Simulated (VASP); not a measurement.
# ZnO (P6_3mc) in VASP: notebook, part 3 of 3

VASP 6.6.1. The steps go on from the part before.

**6. Single point, r2SCAN (biaxial strain in the a-b plane: +2.0 %)**

Input file POSCAR:

```
ZnO
1.0
    3.2995665996      0.0000000000      0.0000000000
   -1.6497832998      2.8575084967      0.0000000000
    0.0000000000      0.0000000000      5.1497637998
Zn O
2 2
Direct
    0.6666666667      0.3333333333      0.5004294475
    0.3333333333      0.6666666667      0.0004294475
    0.6666666667      0.3333333333      0.8798805525
    0.3333333333      0.6666666667      0.3798805525
```

Input file INCAR.step1:

```
SYSTEM = ZnO
PREC = Accurate
ENCUT = 520
ISMEAR = 0
SIGMA = 0.02
LREAL = .FALSE.
LASPH = .TRUE.
NELM = 100
NBANDS = 26
GGA = PE
ALGO = Normal
EDIFF = 1E-4
LWAVE = .TRUE.
LCHARG = .FALSE.
```

Input file INCAR.step2:

```
SYSTEM = ZnO
PREC = Accurate
ENCUT = 520
EDIFF = 1E-6
ISMEAR = 0
SIGMA = 0.02
LREAL = .FALSE.
LASPH = .TRUE.
NELM = 100
ALGO = Normal
ISIF = 2
LWAVE = .FALSE.
LCHARG = .TRUE.
METAGGA = R2SCAN
LMIXTAU = .TRUE.
LELF = .TRUE.
LVHAR = .TRUE.
NBANDS = 26
ISTART = 1
```

Input file KPOINTS:

```
Automatic mesh
0
G
  12 12 6
  0 0 0
```

Potentials or basis: VASP PAW PBE potentials, release 64 (Zn, O).

Run with:

```bash
$ cat potpaw_PBE.64/Zn/POTCAR potpaw_PBE.64/O/POTCAR > POTCAR
$ cp INCAR.step1 INCAR
$ mpirun -np 1 vasp_std > vasp.out
$ cp INCAR.step2 INCAR
$ mpirun -np 1 vasp_std > vasp.out
```

OUTCAR:

```text
SYSTEM = ZnO
   PREC = Accurate
   ENCUT = 520
   EDIFF = 1E-6
   ISMEAR = 0
   LREAL = .FALSE.
   LASPH = .TRUE.
   NELM = 100
   ISIF = 2
   METAGGA = R2SCAN
   ISTART = 1

 ion  position               nearest neighbor table
   1  0.667  0.333  0.500-   3 1.95   4 2.00   4 2.00   4 2.00
   2  0.333  0.667  0.000-   4 1.95   3 2.00   3 2.00   3 2.00
   3  0.667  0.333  0.880-   1 1.95   2 2.00   2 2.00   2 2.00
   4  0.333  0.667  0.380-   2 1.95   1 2.00   1 2.00   1 2.00

  LATTYP: Found a hexagonal cell.
 ALAT       =     3.2995665996
 C/A-ratio  =     1.5607394621

  Lattice vectors:

 A1 = (   3.2995665996,   0.0000000000,   0.0000000000)
 A2 = (  -1.6497832998,   2.8575084967,   0.0000000000)
 A3 = (   0.0000000000,   0.0000000000,   5.1497637998)

Analysis of symmetry for initial positions (statically):
=====================================================================
 Subroutine PRICEL returns:
 Original cell was already a primitive cell.

 Routine SETGRP: Setting up the symmetry group for a
 hexagonal supercell.

 Subroutine GETGRP returns: Found 12 space group operations
 (whereof  6 operations were pure point group operations)
 out of a pool of 24 trial point group operations.

The static configuration has the point symmetry C_3v.
 The point group associated with its full space group is C_6v.

Analysis of symmetry for dynamics (positions and initial velocities):
=====================================================================
 Subroutine PRICEL returns:
 Original cell was already a primitive cell.

 Routine SETGRP: Setting up the symmetry group for a
 hexagonal supercell.

 Subroutine GETGRP returns: Found 12 space group operations
 (whereof  6 operations were pure point group operations)
 out of a pool of 24 trial point group operations.

The dynamic configuration has the point symmetry C_3v.
 The point group associated with its full space group is C_6v.

 Subroutine INISYM returns: Found 12 space group operations
 (whereof  6 operations are pure point group operations),
 and found     1 'primitive' translations

----------------------------------------------------------------------------------------

                                     Primitive cell

  volume of cell :      48.5548

  direct lattice vectors                    reciprocal lattice vectors
     3.299566600  0.000000000  0.000000000     0.303070106  0.174977607  0.000000000
    -1.649783300  2.857508497  0.000000000     0.000000000  0.349955215  0.000000000
     0.000000000  0.000000000  5.149763800     0.000000000  0.000000000  0.194183663

  length of vectors
     3.299566600  3.299566600  5.149763800     0.349955215  0.349955215  0.194183663

  position of ions in fractional coordinates (direct lattice)
     0.666666667  0.333333333  0.500429447
     0.333333333  0.666666667  0.000429447
     0.666666667  0.333333333  0.879880552
     0.333333333  0.666666667  0.379880552

  ion indices of the primitive-cell ions
   primitive index   ion index
                 1           1
                 2           2
                 3           3
                 4           4

----------------------------------------------------------------------------------------

 KPOINTS: Automatic mesh

Automatic generation of k-mesh.
[... 23 lines left out ...]
  0.000000  0.000000  0.000000      1.000000
  0.083333  0.000000  0.000000      6.000000
  0.166667  0.000000  0.000000      6.000000
  0.250000  0.000000  0.000000      6.000000
  0.333333  0.000000  0.000000      6.000000
  0.416667  0.000000  0.000000      6.000000
[... 16 lines left out ...]
  0.250000  0.000000  0.166667     12.000000
  0.333333  0.000000  0.166667     12.000000
 [... further k-points ...]
   k-points           NKPTS =     76   k-points in BZ     NKDIM =     76   number of bands    NBANDS=     26
   number of dos      NEDOS =    301   number of ions     NIONS =      4
   total plane-waves  NPLWV =  31360
   dimension x,y,z NGX =    28 NGY =   28 NGZ =   40
   dimension x,y,z NGXF=    56 NGYF=   56 NGZF=   80
   ions per type =               2   2
   NGX,Y,Z   is equivalent  to a cutoff of  14.11, 14.11, 12.91 a.u.
   NGXF,Y,Z  is equivalent  to a cutoff of  28.22, 28.22, 25.83 a.u.
 SYSTEM =  ZnO
   PREC   = accura    normal or accurate (medium, high low for compatibility)
   ISTART =      1    job   : 0-new  1-cont  2-samecut
   ICHARG =      0    charge: 1-file 2-atom 10-const
   ISPIN  =      1    spin polarized calculation?
   LNONCOLLINEAR =      F non collinear calculations
   LSORBIT =      F    spin-orbit coupling
   LASPH  =      T    aspherical Exc in radial PAW
   ENCUT  =  520.0 eV  38.22 Ry    6.18 a.u.   6.14  6.14  9.58*2*pi/ulx,y,z
   NELM   =    100;   NELMIN=  2; NELMDL=  0     # of ELM steps
   EDIFF  = 0.1E-05   stopping-criterion for ELM
   LREAL  =      F    real-space projection
   EDIFFG = 0.1E-04   stopping-criterion for IOM
   NSW    =      0    number of steps for IOM
   IBRION =     -1    ionic relax: 0-MD 1-quasi-New 2-CG
   NFREE  =      0    steps in history (QN), initial steepest desc. (CG)
   ISIF   =      2    stress and relaxation
   ISYM   =      2    0-nonsym 1-usesym 2-fastsym
   POTIM  = 0.5000    time-step for ionic-motion
   TEBEG  =    0.0;   TEEND  =   0.0 temperature during run
   PSTRESS=    0.0 pullay stress
   NELECT =      36.0000    total number of electrons
   NUPDOWN=      -1.0000    fix difference up-down
   EMIN   =  10.00;   EMAX   =-10.00  energy-range for DOS
   EFERMI =   0.00;   METHOD = LEGACY
   ISMEAR =     0;   SIGMA  =   0.02  broadening in eV -4-tet -1-fermi 0-gaus
   EFERMI_NEDOS =   21; number of points for ismear=-14 and -15
   IALGO  =     38    algorithm
   IMIX   =      4    mixing-type and parameters
     AMIX     =   0.40;   BMIX     =  1.00
     AMIX_MAG =   1.60;   BMIX_MAG =  1.00
  volume/ion in A,a.u.               =      12.14        81.92
  Fermi-wavevector in a.u.,A,eV,Ry     =   1.481716  2.800038 29.871366  2.195483
  Thomas-Fermi vector in A             =   2.595592
   LORBIT       =      0    0 simple, 1 ext, 2 COOP (PROOUT), +10 PAW based schemes
   METAGGA = R2SCAN    functional components
   LHFCALC =     F    Hartree Fock is set to
   AEXX    =    0.0000 exact exchange contribution
   IVDW    =     0    specifies the selected vdW correction
   LEPSILON=     F    determine dielectric tensor
   LRPA    =     F    only Hartree local field effects (RPA)
 non-spin polarized calculation
 Gauss-broadening in eV      SIGMA  =   0.02
  energy-cutoff  :      520.00
  volume of cell :       48.55
 maximum number of plane-waves:      1328
 NGX is ok and might be reduce to    28
   NGX = 13   NGY = 13   NGZ = 19

 number of electron      35.9999989 magnetization

 Free energy of the ion-electron system (eV)
  ---------------------------------------------------
  ext. energy  EPLUGINS =         0.00000000
  ---------------------------------------------------
  free energy    TOTEN  =       -36.28550929 eV

  energy without entropy =      -36.28550929  energy(sigma->0) =      -36.28550929

 E-fermi :   0.7560     XC(G=0): -11.5447

 val. band max:        0.6373230886   @ k =   0.0000   0.0000   0.0000
 cond. band min:       1.8689646940   @ k =   0.0000   0.0000   0.0000
 fundamental gap:      1.2316416054
 Fermi energy:         0.7560112153

 k-point     1 :       0.0000    0.0000    0.0000
  band No.  band energies     occupation
      1     -18.2537      2.00000
      2     -17.5507      2.00000
      3      -5.0357      2.00000
      4      -5.0356      2.00000
      5      -5.0031      2.00000
      6      -4.8165      2.00000
[... 685 lines left out ...]
     25      14.6557      0.00000
     26      15.2465      0.00000

 [... further k-points ...]

------------------------ aborting loop because EDIFF is reached ----------------------------------------

  FORCE on cell =-STRESS in cart. coord.  units (eV):
  Direction    XX          YY          ZZ          XY          YZ          ZX
  --------------------------------------------------------------------------------------
  -------------------------------------------------------------------------------------
  Total       -1.5685821     -1.5685821      0.6625044      0.0000000      0.0000000      0.0000000
  in kB      -51.7590276    -51.7590276     21.8608779      0.0000000      0.0000000      0.0000000
  external PRESSURE =     -27.2190591 kB  Pullay stress =       0.0000000 kB

 VOLUME and BASIS-vectors are now :
 -----------------------------------------------------------------------------
  energy-cutoff  :      520.00
  volume of cell :       48.55
      direct lattice vectors                 reciprocal lattice vectors
     3.299566600  0.000000000  0.000000000     0.303070106  0.174977607  0.000000000
    -1.649783300  2.857508497  0.000000000     0.000000000  0.349955215  0.000000000
     0.000000000  0.000000000  5.149763800     0.000000000  0.000000000  0.194183663

 POSITION                                       TOTAL-FORCE (eV/Angst)
 -----------------------------------------------------------------------------------
      1.64978      0.95250      2.57709         0.000000      0.000000     -0.311290
     -0.00000      1.90501      0.00221        -0.000000     -0.000000     -0.311290
      1.64978      0.95250      4.53118        -0.000000     -0.000000      0.311290
     -0.00000      1.90501      1.95630        -0.000000      0.000000      0.311290
 -----------------------------------------------------------------------------------
    total drift:                                0.000000      0.000001     -0.080644

  FREE ENERGIE OF THE ION-ELECTRON SYSTEM (eV)
  ---------------------------------------------------
  free  energy   TOTEN  =       -36.2855092906 eV

  energy  without entropy=      -36.2855092906  energy(sigma->0) =      -36.28550929
```

Wall time 2.7 min (1 thread of Intel Xeon 6975P-C (Granite Rapids), shared host); peak memory 0.23 GiB.

Results:

```yaml
Free_energy: -36.2855 eV
Pressure: -2.7 GPa
Largest_force: 0.311 eV/Å
Band_gap_on_the_k_mesh: 1.23 eV
```

Forces on the atoms (eV/Å):
```
Zn   0.000  0.000 -0.311
Zn   0.000  0.000 -0.311
O    0.000  0.000  0.311
O    0.000  0.000  0.311
```

Stress tensor (GPa, compression positive):
```
-5.18  0.00  0.00
 0.00 -5.18  0.00
 0.00  0.00  2.19
```

Caveat: the cell differs from its parent crystal (biaxial strain in the a-b plane: +2.0 %); the stress differs along the axes, from -5 to 2 GPa; the PAW data sets were made with another functional, which shifts forces and pressure a little.

**7. The runs side by side**

| cell | gap on the mesh (eV) | pressure (GPa) | largest force (eV/Å) |
| --- | --- | --- | --- |
| a = 3.170, b = 3.170, c = 5.316 Å, angles 90.0, 90.0, 120.0°, 4 atoms, atomic positions A | 1.21 | 4.3 | - |
| a = 3.300, b = 3.300, c = 5.101 Å, angles 90.0, 90.0, 120.0°, 4 atoms, atomic positions B | 1.25 | -1.8 | 0.01 |
| a = 3.258, b = 3.258, c = 5.249 Å, angles 90.0, 90.0, 120.0°, 4 atoms, atomic positions C | 1.20 | -2.1 | 0.02 |
| a = 3.300, b = 3.300, c = 5.150 Å, angles 90.0, 90.0, 120.0°, 4 atoms, atomic positions C | 1.23 | -2.7 | 0.31 |

Alike in all rows: task single point; level r2SCAN; potentials or basis VASP PAW PBE potentials, release 64 (Zn, O); no spin polarisation; k mesh 12 × 12 × 6; cutoff (eV) 520; smearing gaussian 0.02 eV.

Caveats: the PAW data sets were made with another functional, which shifts forces and pressure a little; the cell stands under pressure (at least some runs); the stress differs along the axes, from -5 to 2 GPa (at least some runs).

Absolute energies hang on the potentials; compare differences alone.
